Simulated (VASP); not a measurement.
Set up this calculation in VASP 6.6.1, as the native input.

| Property | Result |
| --- | --- |
| Task | single point |
| Functional | LDA |
| Potentials or basis | VASP PAW LDA potentials, release 64 (Ag) |
| Cutoff | 520 eV |
| k mesh | 13 × 13 × 13 |
| Occupations | fermi-dirac, width 0.1 eV |
| Spin | no spin polarisation |
| Dipole correction | no |
| Further INCAR settings | ALGO = Normal; EDIFF = 1e-06; NBANDS = 12 |

The structure of Ag lies in POSCAR:

```
Ag
1.0
    0.0000000000      1.9996579419      1.9996579419
    1.9996579419      0.0000000000      1.9996579419
    1.9996579419      1.9996579419      0.0000000000
Ag
1
Direct
    0.0000000000      0.0000000000      0.0000000000
```

These files were run (other wordings do the same):

INCAR

```
SYSTEM = Ag
  ALGO = Normal
  EDIFF = 1E-6
  ENCUT = 520
  GGA = CA
  ISIF = 2
  ISMEAR = -1
  LASPH = .True.
  LCHARG = .True.
  LELF = .True.
  LREAL = .False.
  LVHAR = .True.
  LWAVE = .False.
  NBANDS = 12
  NELM = 80
  PREC = Accurate
  SIGMA = 0.1
```

KPOINTS

```
k-points
0
Gamma
  13 13 13
  0 0 0
```

Potentials or basis: VASP PAW LDA potentials, release 64 (Ag).

Launch:

```bash
$ cat potpaw_LDA.64/Ag/POTCAR > POTCAR
$ mpirun -np 1 vasp_std > vasp.out
```

It gave:

```
Pressure : 0.2 GPa
```

It took 9.3 s on 1 thread of Intel(R) Xeon(R) Platinum 8488C (Sapphire Rapids), with other jobs on the host, peak memory 0.13 GiB.
